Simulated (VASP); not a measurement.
# Sn3Te (Pm-3m) in VASP: further runs, part 2 of 2

VASP 6.6.1. The steps go on from the part before.

## Step 4: Single point, r2SCAN

POSCAR reads:

```
Sn3Te
1.0
    4.8656220000      0.0000000000      0.0000000000
    0.0000000000      4.8656220000      0.0000000000
    0.0000000000      0.0000000000      4.8656220000
Sn Te
3 1
Direct
    0.5000000000      0.5000000000      0.0000000000
    0.5000000000      0.0000000000      0.5000000000
    0.0000000000      0.5000000000      0.5000000000
    0.0000000000      0.0000000000      0.0000000000
```

INCAR.step1 reads:

```
ALGO = Normal
EDIFF = 1E-4
ENCUT = 520
GGA = PE
ISMEAR = 1
LASPH = True
LCHARG = False
LREAL = False
LWAVE = True
NBANDS = 32
NELM = 80
PREC = Accurate
SIGMA = 0.1
```

INCAR.step2 reads:

```
ALGO = Normal
EDIFF = 1E-6
ENCUT = 520
ISIF = 2
ISMEAR = 1
ISTART = 1
LASPH = True
LCHARG = False
LMIXTAU = True
LREAL = False
LWAVE = False
METAGGA = R2SCAN
NBANDS = 32
NELM = 80
PREC = Accurate
SIGMA = 0.1
```

KPOINTS reads:

```
Automatic mesh
0
Gamma
  5 5 5
  0.5 0.5 0.5
```

Potentials or basis: VASP PAW PBE potentials, release 64 (Sn_d, Te).

Started as:

```console
$ cat potpaw_PBE.64/Sn_d/POTCAR potpaw_PBE.64/Te/POTCAR > POTCAR
$ cp INCAR.step1 INCAR
$ mpirun -np 1 vasp_std > vasp.out
$ cp INCAR.step2 INCAR
$ mpirun -np 1 vasp_std > vasp.out
```

OUTCAR:

```text
EDIFF = 1E-6
   ENCUT = 520
   ISIF = 2
   ISMEAR = 1
   ISTART = 1
   LASPH = True
   LREAL = False
   METAGGA = R2SCAN
   NELM = 80
   PREC = Accurate

 ion  position               nearest neighbor table
   1  0.500  0.500  0.000-   2 3.44   3 3.44   4 3.44   2 3.44   3 3.44   2 3.44   4 3.44   2 3.44
                             3 3.44   4 3.44   3 3.44   4 3.44
   2  0.500  0.000  0.500-   1 3.44   3 3.44   4 3.44   1 3.44   4 3.44   1 3.44   3 3.44   1 3.44
                             3 3.44   4 3.44   4 3.44   3 3.44
   3  0.000  0.500  0.500-   1 3.44   2 3.44   4 3.44   1 3.44   4 3.44   2 3.44   4 3.44   4 3.44
                             1 3.44   2 3.44   1 3.44   2 3.44
   4  0.000  0.000  0.000-   1 3.44   2 3.44   3 3.44   2 3.44   3 3.44   1 3.44   3 3.44   3 3.44
                             1 3.44   2 3.44   2 3.44   1 3.44

  LATTYP: Found a simple cubic cell.
 ALAT       =     4.8656220000

  Lattice vectors:

 A1 = (   4.8656220000,   0.0000000000,   0.0000000000)
 A2 = (   0.0000000000,   4.8656220000,   0.0000000000)
 A3 = (   0.0000000000,   0.0000000000,   4.8656220000)

Analysis of symmetry for initial positions (statically):
=====================================================================
 Subroutine PRICEL returns:
 Original cell was already a primitive cell.

 Routine SETGRP: Setting up the symmetry group for a
 simple cubic supercell.

 Subroutine GETGRP returns: Found 48 space group operations
 (whereof 48 operations were pure point group operations)
 out of a pool of 48 trial point group operations.

The static configuration has the point symmetry O_h .

Analysis of symmetry for dynamics (positions and initial velocities):
=====================================================================
 Subroutine PRICEL returns:
 Original cell was already a primitive cell.

 Routine SETGRP: Setting up the symmetry group for a
 simple cubic supercell.
[... 111 lines left out ...]
   IALGO  =     38    algorithm
   IMIX   =      4    mixing-type and parameters
     AMIX     =   0.40;   BMIX     =  1.00
     AMIX_MAG =   1.60;   BMIX_MAG =  1.00
  volume/ion in A,a.u.               =      28.80       194.34
  Fermi-wavevector in a.u.,A,eV,Ry     =   1.222785  2.310729 20.343484  1.495204
  Thomas-Fermi vector in A             =   2.357920
   LORBIT       =      0    0 simple, 1 ext, 2 COOP (PROOUT), +10 PAW based schemes
   METAGGA = R2SCAN    functional components
   LHFCALC =     F    Hartree Fock is set to
   AEXX    =    0.0000 exact exchange contribution
   IVDW    =     0    specifies the selected vdW correction
   LEPSILON=     F    determine dielectric tensor
   LRPA    =     F    only Hartree local field effects (RPA)
 non-spin polarized calculation
 Methfessel and Paxton  Order N= 1 SIGMA  =   0.10
  energy-cutoff  :      520.00
  volume of cell :      115.19
 maximum number of plane-waves:      3120
 NGX is ok and might be reduce to    36
   NGX = 19   NGY = 19   NGZ = 19

 number of electron      48.0000021 magnetization

 Free energy of the ion-electron system (eV)
  ---------------------------------------------------
  ext. energy  EPLUGINS =         0.00000000
  ---------------------------------------------------
  free energy    TOTEN  =       -98.66048323 eV

  energy without entropy =      -98.66168389  energy(sigma->0) =      -98.66088345

 E-fermi :   7.7583     XC(G=0): -10.8104

 val. band max:        7.6905883291   @ k =   0.3000   0.3000   0.3000
 cond. band min:       7.8026315102   @ k =   0.1000   0.1000   0.1000
 fundamental gap:      0.1120431810
 Fermi energy:         7.7583413000

 k-point     1 :       0.1000    0.1000    0.1000
  band No.  band energies     occupation
      1     -14.7644      2.00000
      2     -14.7644      2.00000
      3     -14.7640      2.00000
      4     -14.7554      2.00000
      5     -14.7554      2.00000
      6     -14.7095      2.00000
[... 339 lines left out ...]
     31      13.3296      0.00000
     32      15.9407      0.00000

------------------------ aborting loop because EDIFF is reached ----------------------------------------

  FORCE on cell =-STRESS in cart. coord.  units (eV):
  Direction    XX          YY          ZZ          XY          YZ          ZX
  --------------------------------------------------------------------------------------
  -------------------------------------------------------------------------------------
  Total       -0.1805702     -0.1805702     -0.1805702     -0.0000000     -0.0000000      0.0000000
  in kB       -2.5115491     -2.5115491     -2.5115491     -0.0000000     -0.0000000      0.0000000
  external PRESSURE =      -2.5115491 kB  Pullay stress =       0.0000000 kB

 VOLUME and BASIS-vectors are now :
 -----------------------------------------------------------------------------
  energy-cutoff  :      520.00
  volume of cell :      115.19
      direct lattice vectors                 reciprocal lattice vectors
     4.865622000  0.000000000  0.000000000     0.205523569  0.000000000  0.000000000
     0.000000000  4.865622000  0.000000000     0.000000000  0.205523569  0.000000000
     0.000000000  0.000000000  4.865622000     0.000000000  0.000000000  0.205523569

 POSITION                                       TOTAL-FORCE (eV/Angst)
 -----------------------------------------------------------------------------------
      2.43281      2.43281      0.00000         0.000000      0.000000      0.000000
      2.43281      0.00000      2.43281         0.000000      0.000000      0.000000
      0.00000      2.43281      2.43281         0.000000      0.000000      0.000000
      0.00000      0.00000      0.00000         0.000000      0.000000      0.000000
 -----------------------------------------------------------------------------------
    total drift:                                0.000000      0.000000      0.000000

  FREE ENERGIE OF THE ION-ELECTRON SYSTEM (eV)
  ---------------------------------------------------
  free  energy   TOTEN  =       -98.6604832315 eV

  energy  without entropy=      -98.6616838919  energy(sigma->0) =      -98.66088345
```

OUTCAR.step1:

```text
EDIFF = 1E-4
   ENCUT = 520
   GGA = PE
   ISMEAR = 1
[... 566 lines left out ...]
      2.43281      2.43281      0.00000         0.000000      0.000000      0.000000
      2.43281      0.00000      2.43281         0.000000      0.000000      0.000000
      0.00000      2.43281      2.43281         0.000000      0.000000      0.000000
      0.00000      0.00000      0.00000         0.000000      0.000000      0.000000
 -----------------------------------------------------------------------------------
    total drift:                                0.000000      0.000000      0.000000

  FREE ENERGIE OF THE ION-ELECTRON SYSTEM (eV)
  ---------------------------------------------------
  free  energy   TOTEN  =       -14.3610964432 eV

  energy  without entropy=      -14.3613805689  energy(sigma->0) =      -14.36119115
```

OSZICAR.step1:

```text
N       E                     dE             d eps       ncg     rms          rms(c)
DAV:   1     0.440774571023E+03    0.44077E+03   -0.23254E+04   672   0.209E+03
DAV:   2     0.415533767783E+02   -0.39922E+03   -0.38793E+03   640   0.532E+02
DAV:   3    -0.120280835490E+02   -0.53581E+02   -0.51601E+02   784   0.169E+02
DAV:   4    -0.143302072552E+02   -0.23021E+01   -0.22988E+01   720   0.376E+01
DAV:   5    -0.144128828107E+02   -0.82676E-01   -0.82673E-01   984   0.727E+00    0.652E+00
DAV:   6    -0.143732873847E+02    0.39595E-01   -0.45533E-02   768   0.215E+00    0.399E+00
DAV:   7    -0.143615179637E+02    0.11769E-01   -0.56248E-02   776   0.197E+00    0.224E-01
DAV:   8    -0.143610475796E+02    0.47038E-03   -0.95339E-03   760   0.105E+00    0.139E-01
DAV:   9    -0.143610964432E+02   -0.48864E-04   -0.31421E-04   664   0.147E-01
   1 F= -.14361096E+02 E0= -.14361191E+02  d E =0.284126E-03
```

Wall time 47 s (1 thread of Intel Xeon 6975P-C (Granite Rapids), shared host); peak memory 0.23 GiB.

What came out:

```
Free energy            : -98.6605 eV
Pressure               : -0.3 GPa
Band gap on the k mesh : zero (band 24 reaches 10.54 eV, above the bottom of band 25 at 7.47 eV)
```

Levels at points of the mesh, in eV from the Fermi level:
```tsv
k point	band 22	band 23	band 24	band 25	band 26	band 27
(0.50, 0.50, 0.50)	-5.65	-4.74	2.78	2.78	2.78	5.48
```

Caveat: the PAW data sets were made with another functional, which shifts forces and pressure a little; spin-orbit coupling is left out, which moves the levels of the heavy elements.

## Step 5: Summary

| level | gap on the mesh (eV) | pressure (GPa) |
| --- | --- | --- |
| PBE | none | 0.3 |
| PBEsol | none | -2.4 |
| r2SCAN | none | -0.3 |

Alike in all rows: task single point; potentials or basis VASP PAW PBE potentials, release 64 (Sn_d, Te); no spin polarisation; cell as given; k mesh 5 × 5 × 5, shifted; cutoff (eV) 520; smearing methfessel-paxton 0.1 eV.

Every run on the cell as given and a fine mesh finds a metal. The pressure there spans -2.4 GPa (PBEsol) to 0.3 GPa (PBE); a positive pressure means that this level wants a larger cell, a negative one a smaller.

Caveats: spin-orbit coupling is left out, which moves the levels of the heavy elements; the PAW data sets were made with another functional, which shifts forces and pressure a little (some runs).

Absolute energies hang on the potentials; compare differences alone.
